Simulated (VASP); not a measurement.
Be5ZnSe6, 12 atoms in the cell. The structure is trigonal, space group P3m1 (No. 156). Conventional cell: a = 3.731 Å, b = 3.731 Å, c = 18.280 Å, α = 90.00°, β = 90.00°, γ = 120.00°. Be (site symmetry 3m) has 4 Se at 2.29 Å within 3.0 Å. Be (site symmetry 3m) has 4 Se at 2.29 Å within 3.0 Å. Be (site symmetry 3m) has 4 Se at 2.29 Å within 3.0 Å. Be (site symmetry 3m) has 4 Se at 2.29 Å within 3.0 Å. Within 3.0 Å of Be (site symmetry 3m) lie 4 Se at 2.29 Å. Within 3.0 Å of Zn (site symmetry 3m) lie 4 Se at 2.29 Å. Within 3.0 Å of Se (site symmetry 3m) lie 1 Zn at 2.29 Å and 3 Be at 2.29 Å. Within 3.0 Å of Se (site symmetry 3m) lie 3 Zn at 2.29 Å and 1 Be at 2.29 Å. 

| Quantity | Value |
| --- | --- |
| Program | VASP 6.6.1 |
| Task | relaxation of cell and atoms |
| Functional | PBE |
| Potentials or basis | VASP PAW PBE potentials, release 64 (Be, Zn, Se) |
| Cutoff | 600 eV |
| k mesh | 6 × 6 × 1 |
| Occupations | gaussian, width 0.1 eV |
| Spin | no spin polarisation |
| Dipole correction | no |
| Further INCAR settings | ALGO = Normal; EDIFF = 1e-07; IBRION = 2; EDIFFG = -0.04; NSW = 90; ISIF = 3 |

Potentials or basis: VASP PAW PBE potentials, release 64 (Be, Zn, Se).

Run with:

```console
$ cat potpaw_PBE.64/Be/POTCAR potpaw_PBE.64/Zn/POTCAR potpaw_PBE.64/Se/POTCAR > POTCAR
$ mpirun -np 1 vasp_std > vasp.out
```

Hardware: 1 thread of Oxide Virtual Turin-like Processor, on a shared host.

Problem. How long does it take, and how much memory?

Solution. Wall time 18 min on 1 thread of Oxide Virtual Turin-like Processor (shared host), peak memory 0.38 GiB. Counts: scf iterations 136, k points 7, ion steps 14.
